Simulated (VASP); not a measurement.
# Ce (P-1) in VASP: single point with PBEsol

Aim: the single point of Ce with PBEsol.

All numbers are computed with VASP 6.6.1; they aren't measurements. Logs are shortened: lines on timing, memory, paths and dates and some standing lists are left out, and cuts for length are marked.

## 1. The cell of the first run

The typed cell holds 1 atom: a = 3.661 Å, b = 3.639 Å, c = 3.650 Å, α = 60.70°, β = 60.25°, γ = 59.06°.

## 2. Single point, PBEsol, collinear spin, ferromagnetic start (the cell strained at random)

Input file INCAR:

```
PREC = Accurate ; ENCUT = 520
EDIFF = 1E-6 ; ISMEAR = -1
SIGMA = 0.05 ; LREAL = False
LASPH = True ; NELM = 150
ALGO = Fast ; ISIF = 2
LWAVE = False ; LCHARG = False
ISPIN = 2 ; MAGMOM = 1
LORBIT = 11 ; LMAXMIX = 6
GGA = PS ; NBANDS = 16
```

Input file KPOINTS:

```
Automatic mesh
0
Gamma
  9 9 9
```

Input file POSCAR:

```
Ce
1.0
    0.0078310000      2.5677000000      2.6094940000
    2.5390770000      0.0108760000      2.6064500000
    2.5684200000      2.5939990000     -0.0184670000
Ce
1
Direct
   -0.0048730000     -0.0000330000     -0.0075160000
```

Potentials or basis: VASP PAW PBE potentials, release 64 (Ce).

Launch:

```
$ cat potpaw_PBE.64/Ce/POTCAR > POTCAR
$ mpirun -np 1 vasp_std > vasp.out
```

OUTCAR:

```text
PREC = Accurate
   ENCUT = 520
   EDIFF = 1E-6
   ISMEAR = -1
   LREAL = False
   LASPH = True
   NELM = 150
   ISIF = 2
   ISPIN = 2
   LORBIT = 11
   GGA = PS

 ion  position               nearest neighbor table
   1  0.995  1.000  0.992-

  Warning from LATTYP: Got some problem with cell dimensions!
  Tried to take original basis but could not verify dimensions!
  LATTYP: Found a triclinic cell.
 ALAT       =     3.6504730020
 B/A-ratio  =     1.3970372768
 C/A-ratio  =     1.0028718586
 COS(alpha) =     0.0042450753
 COS(beta)  =     0.4962903425
 COS(gamma) =     0.7087617388

  Lattice vectors:

 A1 = (  -2.5684200000,  -2.5939990000,   0.0184670000)
 A2 = (  -5.0996660000,  -0.0371750000,   0.0215110000)
 A3 = (  -0.0078310000,  -2.5677000000,  -2.6094940000)

Analysis of symmetry for initial positions (statically):
=====================================================================
 Subroutine PRICEL returns:
 Original cell was already a primitive cell.

 Routine SETGRP: Setting up the symmetry group for a
 triclinic supercell.

 Subroutine GETGRP returns: Found  2 space group operations
 (whereof  1 operations were pure point group operations)
 out of a pool of  2 trial point group operations.

The static configuration has the point symmetry C_1 .
 The point group associated with its full space group is S_2 .

Analysis of symmetry for dynamics (positions and initial velocities):
=====================================================================
 Subroutine PRICEL returns:
 Original cell was already a primitive cell.

 Routine SETGRP: Setting up the symmetry group for a
 triclinic supercell.

 Subroutine GETGRP returns: Found  2 space group operations
 (whereof  1 operations were pure point group operations)
 out of a pool of  2 trial point group operations.

The dynamic configuration has the point symmetry C_1 .
 The point group associated with its full space group is S_2 .

Analysis of structural, dynamic, and magnetic symmetry:
=====================================================================
 Subroutine PRICEL returns:
 Original cell was already a primitive cell.

 Routine SETGRP: Setting up the symmetry group for a
 triclinic supercell.

 Subroutine GETGRP returns: Found  2 space group operations
 (whereof  1 operations were pure point group operations)
 out of a pool of  2 trial point group operations.

The overall configuration has the point symmetry C_1 .
 The point group associated with its full space group is S_2 .

 Subroutine INISYM returns: Found  2 space group operations
 (whereof  1 operations are pure point group operations),
 and found     1 'primitive' translations

----------------------------------------------------------------------------------------

                                     Primitive cell

  volume of cell :      34.3710

  direct lattice vectors                    reciprocal lattice vectors
     0.007831000  2.567700000  2.609494000    -0.196716164  0.196134799  0.190812916
     2.539077000  0.010876000  2.606450000     0.198319639 -0.195002267  0.191283935
     2.568420000  2.593999000 -0.018467000     0.193890272  0.192176451 -0.189680385

  length of vectors
     3.660956644  3.638765162  3.650473002     0.337009908  0.337559042  0.332421230

  position of ions in fractional coordinates (direct lattice)
     0.995127000  0.999967000  0.992484000

  ion indices of the primitive-cell ions
   primitive index   ion index
                 1           1

----------------------------------------------------------------------------------------

 KPOINTS: Automatic mesh

Automatic generation of k-mesh.
 Grid dimensions read from file:
 generate k-points for:    9    9    9

 Generating k-lattice:

  Cartesian coordinates                     Fractional coordinates (reciprocal lattice)
    -0.021857352  0.021792755  0.021201435     0.111111111  0.000000000  0.000000000
     0.022035515 -0.021666919  0.021253771    -0.000000000  0.111111111 -0.000000000
     0.021543364  0.021352939 -0.021075598    -0.000000000  0.000000000  0.111111111

  Length of vectors
     0.037445545  0.037506560  0.036935692

  Shift w.r.t. Gamma in fractional coordinates (k-lattice)
     0.000000000  0.000000000  0.000000000

 Subroutine IBZKPT returns following result:
 ===========================================

 Found    365 irreducible k-points:

 Following reciprocal coordinates:
            Coordinates               Weight
  0.000000  0.000000  0.000000      1.000000
  0.111111  0.000000 -0.000000      2.000000
  0.222222  0.000000  0.000000      2.000000
  0.333333  0.000000  0.000000      2.000000
  0.444444  0.000000  0.000000      2.000000
  0.000000  0.111111  0.000000      2.000000
[... 16 lines left out ...]
 -0.111111  0.222222  0.000000      2.000000
  0.000000  0.333333  0.000000      2.000000
 [... further k-points ...]
   k-points           NKPTS =    365   k-points in BZ     NKDIM =    365   number of bands    NBANDS=     16
   number of dos      NEDOS =    301   number of ions     NIONS =      1
   total plane-waves  NPLWV =  21952
   dimension x,y,z NGX =    28 NGY =   28 NGZ =   28
   dimension x,y,z NGXF=    56 NGYF=   56 NGZF=   56
   ions per type =               1
   NGX,Y,Z   is equivalent  to a cutoff of  12.71, 12.79, 12.75 a.u.
   NGXF,Y,Z  is equivalent  to a cutoff of  25.43, 25.58, 25.50 a.u.
 SYSTEM =  unknown system
   PREC   = accura    normal or accurate (medium, high low for compatibility)
   ISTART =      0    job   : 0-new  1-cont  2-samecut
   ICHARG =      2    charge: 1-file 2-atom 10-const
   ISPIN  =      2    spin polarized calculation?
   LNONCOLLINEAR =      F non collinear calculations
   LSORBIT =      F    spin-orbit coupling
   LASPH  =      T    aspherical Exc in radial PAW
   ENCUT  =  520.0 eV  38.22 Ry    6.18 a.u.   6.81  6.77  6.79*2*pi/ulx,y,z
   NELM   =    150;   NELMIN=  2; NELMDL= -5     # of ELM steps
   EDIFF  = 0.1E-05   stopping-criterion for ELM
   LREAL  =      F    real-space projection
   EDIFFG = 0.1E-04   stopping-criterion for IOM
   NSW    =      0    number of steps for IOM
   IBRION =     -1    ionic relax: 0-MD 1-quasi-New 2-CG
   NFREE  =      0    steps in history (QN), initial steepest desc. (CG)
   ISIF   =      2    stress and relaxation
   ISYM   =      2    0-nonsym 1-usesym 2-fastsym
   POTIM  = 0.5000    time-step for ionic-motion
   TEBEG  =    0.0;   TEEND  =   0.0 temperature during run
   PSTRESS=    0.0 pullay stress
   NELECT =      12.0000    total number of electrons
   NUPDOWN=      -1.0000    fix difference up-down
   EMIN   =  10.00;   EMAX   =-10.00  energy-range for DOS
   EFERMI =   0.00;   METHOD = LEGACY
   ISMEAR =    -1;   SIGMA  =   0.05  broadening in eV -4-tet -1-fermi 0-gaus
   EFERMI_NEDOS =   21; number of points for ismear=-14 and -15
   IALGO  =     68    algorithm
   IMIX   =      4    mixing-type and parameters
     AMIX     =   0.40;   BMIX     =  1.00
     AMIX_MAG =   1.60;   BMIX_MAG =  1.00
  volume/ion in A,a.u.               =      34.37       231.95
  Fermi-wavevector in a.u.,A,eV,Ry     =   1.152757  2.178395 18.080095  1.328849
  Thomas-Fermi vector in A             =   2.289406
   LORBIT       =     11    0 simple, 1 ext, 2 COOP (PROOUT), +10 PAW based schemes
   GGA     = PS    functional components
   LHFCALC =     F    Hartree Fock is set to
   AEXX    =    0.0000 exact exchange contribution
   IVDW    =     0    specifies the selected vdW correction
   LEPSILON=     F    determine dielectric tensor
   LRPA    =     F    only Hartree local field effects (RPA)
 spin polarized calculation
 RMM-DIIS sequential band-by-band and
  energy-cutoff  :      520.00
  volume of cell :       34.37
 maximum number of plane-waves:       941
   NGX = 13   NGY = 13   NGZ = 13

 number of electron      12.0000000 magnetization       0.7385975

 Free energy of the ion-electron system (eV)
  ---------------------------------------------------
  ext. energy  EPLUGINS =         0.00000000
  ---------------------------------------------------
  free energy    TOTEN  =        -6.24010390 eV

  energy without entropy =       -6.19987886  energy(sigma->0) =       -6.21999138

 E-fermi :   6.7132     XC(G=0): -10.1883

 val. band max:        6.7113087120   @ k =  -0.3333  -0.1111   0.2222
 cond. band min:       6.7134363973   @ k =   0.4444   0.1111   0.3333
 fundamental gap:      0.0021276853
 Fermi energy:         6.7132347167

 spin component 1

 k-point     1 :       0.0000    0.0000    0.0000
  band No.  band energies     occupation
      1     -28.1162      1.00000
      2     -10.1023      1.00000
      3     -10.0766      1.00000
      4     -10.0561      1.00000
      5       3.3024      1.00000
      6       6.4921      0.98815
[... 8 lines left out ...]
     15       8.4159      0.00000
     16      10.5790      0.00000
[... 419 lines left out ...]
 k-point    24 :       0.0000    0.3333    0.0000
  band No.  band energies     occupation
      1     -27.9619      1.00000
      2     -11.1898      1.00000
      3     -10.2423      1.00000
      4     -10.2176      1.00000
      5       4.9033      1.00000
      6       6.6371      0.82090
[... 8 lines left out ...]
     15       8.4865      0.00000
     16      11.5458      0.00000

 [... further k-points ...]

 spin component 2

 k-point     1 :       0.0000    0.0000    0.0000
  band No.  band energies     occupation
      1     -27.8215      1.00000
      2      -9.8528      1.00000
      3      -9.8229      1.00000
      4      -9.8036      1.00000
      5       3.5012      1.00000
      6       6.9526      0.00826
[... 8 lines left out ...]
     15       8.5988      0.00000
     16      10.7554      0.00000
[... 419 lines left out ...]
 k-point    24 :       0.0000    0.3333    0.0000
  band No.  band energies     occupation
      1     -27.6652      1.00000
      2     -10.9470      1.00000
      3      -9.9901      1.00000
      4      -9.9697      1.00000
      5       5.1115      1.00000
      6       7.0523      0.00113
[... 8 lines left out ...]
     15       8.7388      0.00000
     16      11.7388      0.00000

 [... further k-points ...]

------------------------ aborting loop because EDIFF is reached ----------------------------------------

  FORCE on cell =-STRESS in cart. coord.  units (eV):
  Direction    XX          YY          ZZ          XY          YZ          ZX
  --------------------------------------------------------------------------------------
  -------------------------------------------------------------------------------------
  Total       -1.6166442     -1.6679261     -1.7451671     -0.0749938      0.0263645      0.0399909
  in kB      -75.3586275    -77.7490926    -81.3496215     -3.4957774      1.2289596      1.8641433
  external PRESSURE =     -78.1524472 kB  Pullay stress =       0.0000000 kB

 VOLUME and BASIS-vectors are now :
 -----------------------------------------------------------------------------
  energy-cutoff  :      520.00
  volume of cell :       34.37
      direct lattice vectors                 reciprocal lattice vectors
     0.007831000  2.567700000  2.609494000    -0.196716164  0.196134799  0.190812916
     2.539077000  0.010876000  2.606450000     0.198319639 -0.195002267  0.191283935
     2.568420000  2.593999000 -0.018467000     0.193890272  0.192176451 -0.189680385

 POSITION                                       TOTAL-FORCE (eV/Angst)
 -----------------------------------------------------------------------------------
      5.09590      5.14057      5.18481         0.000000     -0.000000     -0.000000
 -----------------------------------------------------------------------------------
    total drift:                                0.000001     -0.000000     -0.000001

  FREE ENERGIE OF THE ION-ELECTRON SYSTEM (eV)
  ---------------------------------------------------
  free  energy   TOTEN  =        -6.2401038971 eV

  energy  without entropy=       -6.1998788642  energy(sigma->0) =       -6.21999138

 total charge

# of ion       s       p       d       f       tot
--------------------------------------------------
    1        2.081   5.595   0.959   0.995   9.629

 magnetization (x)

# of ion       s       p       d       f       tot
--------------------------------------------------
    1        0.005   0.004   0.047   0.558   0.614
```

Run time: 14 min. Hardware: 1 thread of Intel Xeon Platinum 8259CL at 2.50GHz (Skylake/Cascade Lake), shared host; peak memory 0.45 GiB.

What came out:

```yaml
Free_energy: -6.2401 eV
Pressure: -7.8 GPa
Net_moment: 0.74 μB per cell
Site_moments: Ce +0.61 μB
Valence_electrons_inside_the_program's_atomic_spheres: Ce 9.63
```

Caveat: the cell differs from its parent crystal (the cell strained at random); the magnetic or orbital state may not be the lowest; the cell stands under tension; the PAW data sets were made with another functional, which shifts forces and pressure a little; spin-orbit coupling is left out, which moves the levels of the heavy elements; semilocal functionals describe open f shells poorly, which spoils levels, moments and volumes. The state reached can hang on the start; a lower one may exist.
